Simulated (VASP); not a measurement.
# B16HN16 (a cell with a defect) in VASP: notebook, part 2 of 3

VASP 6.6.1. Earlier steps stand in the parts before.

## (3) Single point, PBE+D3(BJ) (with an interstitial atom, then relaxed in part)

Input file INCAR:

```
SYSTEM = B16HN16
PREC = Accurate ; ENCUT = 520
EDIFF = 1E-7 ; ISMEAR = 0
SIGMA = 0.01 ; LREAL = Auto
LASPH = .True. ; NELM = 80
ALGO = Normal ; ISIF = 2
LWAVE = .False. ; LCHARG = .False.
GGA = PE ; IVDW = 12
NELECT = 128.0 ; NBANDS = 86
```

Input file KPOINTS:

```
Automatic mesh
0
Gamma
  2 2 2
  0.5 0.5 0.5
```

Input file POSCAR:

```
B16HN16
1.0
   -5.0122276274      2.8938109699      3.2948837584
    0.0000000000     -5.7876219398      3.2948837584
    5.0122276274      2.8938109699      3.2948837584
B N H
16 16 1
Direct
    0.2526129789      0.7455817987      1.0036672477
    0.5032080267      0.4948625893      1.0035980544
    0.7538746292      0.2463810005      1.0032504237
    1.0044806232      0.7455885729      0.2517990376
    1.0041049348      0.9962348641      1.0032920150
    0.2449914398      0.4873113594      0.2441771724
    0.5031905187      0.2467188326      0.2517197924
    0.7578517286      0.7394946983      0.4963668311
    0.7544380495      0.9967600574      0.2524623774
    1.0044351914      0.4948797189      0.5024086485
    0.2525521021      0.2467436554      0.5023882260
    0.4972809647      0.7396041130      0.7571454946
    0.4972471243      1.0002496013      0.4964412412
    0.7543770994      0.4955296638      0.7535660267
    1.0040521569      0.2463689366      0.7530514725
    0.2532851001      0.9967775291      0.7536397630
    0.5875128340      0.0805200290      0.3365910656
    0.8381876375      0.8298190315      0.3365798928
    0.0843339347      0.5762622100      0.3331294403
    0.3373990067      0.0805279323      0.5867001069
    0.3338123719      0.3265090821      0.3329944552
    0.5597828849      0.8021197818      0.5589871211
    0.8381317614      0.5796464564      0.5866274423
    0.0862668633      0.0784485383      0.8353184582
    0.0872212716      0.3295407203      0.5862895725
    0.3374646084      0.8298985664      0.8374519226
    0.5875163842      0.5797225892      0.8373864628
    0.8361658855      0.0784827645      0.0854900702
    0.8360944933      0.3285471807      0.8352817525
    0.0872889544      0.8294868301      0.0864764472
    0.3338469827      0.5761619472      0.0834097948
    0.5870805930      0.3295136929      0.0863829096
    0.4535411819      0.6960748486      0.4529228911
```

Potentials or basis: VASP PAW PBE potentials, release 64 (B, N, H).

Command:

```bash
$ cat potpaw_PBE.64/B/POTCAR potpaw_PBE.64/N/POTCAR potpaw_PBE.64/H/POTCAR > POTCAR
$ mpirun -np 1 vasp_std > vasp.out
```

OUTCAR:

```text
SYSTEM = B16HN16
   PREC = Accurate
   ENCUT = 520
   EDIFF = 1E-7
   ISMEAR = 0
   LREAL = Auto
   LASPH = .True.
   NELM = 80
   ISIF = 2
   GGA = PE
   IVDW = 12
   NELECT = 128.0
 IVDW          = 12

 ion  position               nearest neighbor table
   1  0.253  0.746  0.004-  30 1.44  31 1.45  26 1.45
   2  0.503  0.495  0.004-  32 1.44  31 1.45  27 1.45
   3  0.754  0.246  0.003-  32 1.45  29 1.45  28 1.45
   4  0.004  0.746  0.252-  30 1.44  19 1.45  18 1.45
   5  0.004  0.996  0.003-  30 1.45  24 1.45  28 1.45
   6  0.245  0.487  0.244-  19 1.45  21 1.45  31 1.45
[... 13 lines left out ...]
  20  0.337  0.081  0.587-  13 1.42  11 1.45  16 1.45
  21  0.334  0.327  0.333-   6 1.45  11 1.45   7 1.45
  22  0.560  0.802  0.559-  33 1.05  13 1.53   8 1.53  12 1.53
  23  0.838  0.580  0.587-   8 1.42  10 1.45  14 1.45
  24  0.086  0.078  0.835-  16 1.44  15 1.45   5 1.45
  25  0.087  0.330  0.586-  10 1.44  11 1.44  15 1.45
  26  0.337  0.830  0.837-  12 1.42   1 1.45  16 1.45
  27  0.588  0.580  0.837-  12 1.42   2 1.45  14 1.45
  28  0.836  0.078  0.085-   9 1.44   5 1.45   3 1.45
  29  0.836  0.329  0.835-  14 1.44   3 1.45  15 1.45
  30  0.087  0.829  0.086-   4 1.44   1 1.44   5 1.45
  31  0.334  0.576  0.083-   6 1.45   1 1.45   2 1.45
  32  0.587  0.330  0.086-   2 1.44   7 1.44   3 1.45
  33  0.454  0.696  0.453-  22 1.05

  LATTYP: Found a trigonal (rhomboedric) cell.
 ALAT       =     6.6597917910
 COS(alpha) =    -0.1328444051

  Lattice vectors:

 A1 = (  -5.0122276274,   2.8938109699,   3.2948837584)
 A2 = (   0.0000000000,  -5.7876219398,   3.2948837584)
 A3 = (   5.0122276274,   2.8938109699,   3.2948837584)

Analysis of symmetry for initial positions (statically):
=====================================================================
 Subroutine PRICEL returns:
 Original cell was already a primitive cell.

 Routine SETGRP: Setting up the symmetry group for a
 trigonal (rhombohedral) supercell.

 Subroutine GETGRP returns: Found  1 space group operations
 (whereof  1 operations were pure point group operations)
 out of a pool of 12 trial point group operations.

The static configuration has the point symmetry C_1 .

Analysis of symmetry for dynamics (positions and initial velocities):
=====================================================================
 Subroutine PRICEL returns:
 Original cell was already a primitive cell.

 Routine SETGRP: Setting up the symmetry group for a
 trigonal (rhombohedral) supercell.

 Subroutine GETGRP returns: Found  1 space group operations
 (whereof  1 operations were pure point group operations)
 out of a pool of 12 trial point group operations.

The dynamic configuration has the point symmetry C_1 .

 Subroutine INISYM returns: Found  1 space group operations
 (whereof  1 operations are pure point group operations),
 and found     1 'primitive' translations

----------------------------------------------------------------------------------------

                                     Primitive cell

  volume of cell :     286.7426

  direct lattice vectors                    reciprocal lattice vectors
    -5.012227627  2.893810970  3.294883758    -0.099756044  0.057594179  0.101166948
     0.000000000 -5.787621940  3.294883758     0.000000000 -0.115188358  0.101166948
[... 106 lines left out ...]
  0.250000 -0.250000  0.250000      2.000000
  0.250000  0.250000 -0.250000      2.000000
   k-points           NKPTS =      4   k-points in BZ     NKDIM =      4   number of bands    NBANDS=     86
   number of dos      NEDOS =    301   number of ions     NIONS =     33
   total plane-waves  NPLWV = 125000
   dimension x,y,z NGX =    50 NGY =   50 NGZ =   50
   dimension x,y,z NGXF=   100 NGYF=  100 NGZF=  100
   ions per type =              16  16   1
   NGX,Y,Z   is equivalent  to a cutoff of  12.48, 12.48, 12.48 a.u.
   NGXF,Y,Z  is equivalent  to a cutoff of  24.96, 24.96, 24.96 a.u.
 SYSTEM =  B16HN16
   PREC   = accura    normal or accurate (medium, high low for compatibility)
   ISTART =      0    job   : 0-new  1-cont  2-samecut
   ICHARG =      2    charge: 1-file 2-atom 10-const
   ISPIN  =      1    spin polarized calculation?
   LNONCOLLINEAR =      F non collinear calculations
   LSORBIT =      F    spin-orbit coupling
   LASPH  =      T    aspherical Exc in radial PAW
   ENCUT  =  520.0 eV  38.22 Ry    6.18 a.u.  12.38 12.38 12.38*2*pi/ulx,y,z
   NELM   =     80;   NELMIN=  2; NELMDL= -5     # of ELM steps
   EDIFF  = 0.1E-06   stopping-criterion for ELM
   LREAL  =      T    real-space projection
   EDIFFG = 0.1E-05   stopping-criterion for IOM
   NSW    =      0    number of steps for IOM
   IBRION =     -1    ionic relax: 0-MD 1-quasi-New 2-CG
   NFREE  =      0    steps in history (QN), initial steepest desc. (CG)
   ISIF   =      2    stress and relaxation
   ISYM   =      2    0-nonsym 1-usesym 2-fastsym
   POTIM  = 0.5000    time-step for ionic-motion
   TEBEG  =    0.0;   TEEND  =   0.0 temperature during run
   PSTRESS=    0.0 pullay stress
   NELECT =     128.0000    total number of electrons
   NUPDOWN=      -1.0000    fix difference up-down
   EMIN   =  10.00;   EMAX   =-10.00  energy-range for DOS
   EFERMI =   0.00;   METHOD = LEGACY
   ISMEAR =     0;   SIGMA  =   0.01  broadening in eV -4-tet -1-fermi 0-gaus
   EFERMI_NEDOS =   21; number of points for ismear=-14 and -15
   IALGO  =     38    algorithm
   IMIX   =      4    mixing-type and parameters
     AMIX     =   0.40;   BMIX     =  1.00
     AMIX_MAG =   1.60;   BMIX_MAG =  1.00
  volume/ion in A,a.u.               =       8.69        58.64
  Fermi-wavevector in a.u.,A,eV,Ry     =   1.251163  2.364356 21.298697  1.565410
  Thomas-Fermi vector in A             =   2.385124
   LORBIT       =      0    0 simple, 1 ext, 2 COOP (PROOUT), +10 PAW based schemes
   GGA     = PE    functional components
   LHFCALC =     F    Hartree Fock is set to
   AEXX    =    0.0000 exact exchange contribution
   IVDW    =    12    specifies the selected vdW correction
   LEPSILON=     F    determine dielectric tensor
   LRPA    =     F    only Hartree local field effects (RPA)
 non-spin polarized calculation
 Gauss-broadening in eV      SIGMA  =   0.01
  energy-cutoff  :      520.00
  volume of cell :      286.74
 maximum number of plane-waves:      7728
 NGX is ok and might be reduce to    50
   NGX = 25   NGY = 25   NGZ = 25

 number of electron     128.0000004 magnetization

 Free energy of the ion-electron system (eV)
  ---------------------------------------------------
  ext. energy  EPLUGINS =         0.00000000
  ---------------------------------------------------
  free energy    TOTEN  =      -287.72801377 eV

  energy without entropy =     -287.72801377  energy(sigma->0) =     -287.72801377

 E-fermi :   2.2553     XC(G=0): -10.1192

 val. band max:        2.2010600625   @ k =  -0.2500   0.2500   0.2500
 cond. band min:       6.7710530361   @ k =   0.2500   0.2500   0.2500
 fundamental gap:      4.5699929736
 Fermi energy:         2.2552863158

 k-point     1 :       0.2500    0.2500    0.2500
  band No.  band energies     occupation
      1     -15.7820      2.00000
      2     -14.8309      2.00000
      3     -14.2195      2.00000
      4     -14.2194      2.00000
      5     -13.9667      2.00000
      6     -13.9495      2.00000
[... 305 lines left out ...]
     75       9.7449      0.00000
     76       9.8068      0.00000
 [bands above 76 left out]

------------------------ aborting loop because EDIFF is reached ----------------------------------------

 Edisp (eV)   -4.68462

 E8    (eV) :    -1.3672

  FORCE on cell =-STRESS in cart. coord.  units (eV):
  Direction    XX          YY          ZZ          XY          YZ          ZX
  --------------------------------------------------------------------------------------
  -------------------------------------------------------------------------------------
  Total      -3.95427    -3.93377    -8.44899    -0.00033     0.00027     0.00338
  in kB     -22.09454   -21.97999   -47.20883    -0.00184     0.00150     0.01887
  external pressure =      -30.43 kB  Pullay stress =        0.00 kB

 VOLUME and BASIS-vectors are now :
 -----------------------------------------------------------------------------
  energy-cutoff  :      520.00
  volume of cell :      286.74
      direct lattice vectors                 reciprocal lattice vectors
    -5.012227627  2.893810970  3.294883758    -0.099756044  0.057594179  0.101166948
     0.000000000 -5.787621940  3.294883758     0.000000000 -0.115188358  0.101166948
     5.012227627  2.893810970  3.294883758     0.099756044  0.057594179  0.101166948

 POSITION                                       TOTAL-FORCE (eV/Angst)
 -----------------------------------------------------------------------------------
     -1.24777     -3.57352      3.30102         0.007926     -0.002002     -0.004080
     -2.50416     -1.39748      3.30038         0.002288      0.005572     -0.004011
     -3.76230      0.76502      3.30644        -0.005178      0.002779     -0.000811
      1.23962     -3.57356      3.30104        -0.004569     -0.000836     -0.004305
     -0.00407     -5.74443      3.30685         0.000185     -0.006958     -0.001089
     -0.00408     -1.40481      3.21739        -0.001390     -0.000760      0.001530
[... 25 lines left out ...]
     -2.50961      0.04178      3.30469        -0.001691      0.000692     -0.003499
     -0.00310     -1.40548      5.28018        -0.000437      0.001656     -0.028916
 -----------------------------------------------------------------------------------
    total drift:                               -0.000962     -0.006331     -0.003974

  FREE ENERGIE OF THE ION-ELECTRON SYSTEM (eV)
  ---------------------------------------------------
  free  energy   TOTEN  =      -292.4126304793 eV

  energy  without entropy=     -292.4126304793  energy(sigma->0) =     -292.41263048
```

Wall time 3.9 min (1 thread of AMD EPYC 7R13 (Zen 3), shared host); peak memory 0.34 GiB.

What came out:

```yaml
Free_energy: -292.4126 eV
Largest_force: 0.029 eV/Å
Dispersion_energy_per_atom: -0.142 eV
```

Forces in eV/Å, atoms in the order of the input:
```
B    0.008 -0.002 -0.004
B    0.002  0.006 -0.004
B   -0.005  0.003 -0.001
B   -0.005 -0.001 -0.004
B    0.000 -0.007 -0.001
B   -0.001 -0.001  0.002
B   -0.004 -0.004 -0.003
B   -0.012  0.006  0.017
B   -0.001  0.000  0.008
B   -0.002  0.005 -0.004
B    0.005 -0.003 -0.004
B    0.012  0.006  0.013
B    0.000 -0.014  0.015
B   -0.002 -0.002  0.009
B    0.003  0.004 -0.001
B   -0.001  0.001  0.008
N    0.000  0.003 -0.001
N    0.003 -0.002  0.000
N   -0.003  0.003 -0.002
N    0.000  0.004  0.000
N    0.000 -0.005  0.002
N    0.001  0.000  0.009
N    0.004 -0.001  0.000
N    0.002 -0.001 -0.004
N    0.001  0.001 -0.004
N   -0.003 -0.002 -0.001
N   -0.003 -0.001 -0.001
N   -0.001 -0.001 -0.005
N    0.000  0.002 -0.004
N   -0.001 -0.002 -0.004
N    0.005  0.004  0.002
N   -0.002  0.001 -0.003
H    0.000  0.002 -0.029
```

Levels at points of the mesh, in eV from the Fermi level:
| k point | band 62 | band 63 | band 64 | band 65 | band 66 | band 67 |
| --- | --- | --- | --- | --- | --- | --- |
| (0.25, 0.25, 0.25) | -0.79 | -0.76 | -0.76 | 4.52 | 5.05 | 5.05 |

Caveat: the cell carries a net charge on a neutralising background, which shifts energy and pressure; the cell differs from its parent crystal (with an interstitial atom, then relaxed in part); the cell is charged against a uniform background, so pressure and absolute levels hang on convention.

(Part 2 of 3 ends here.)
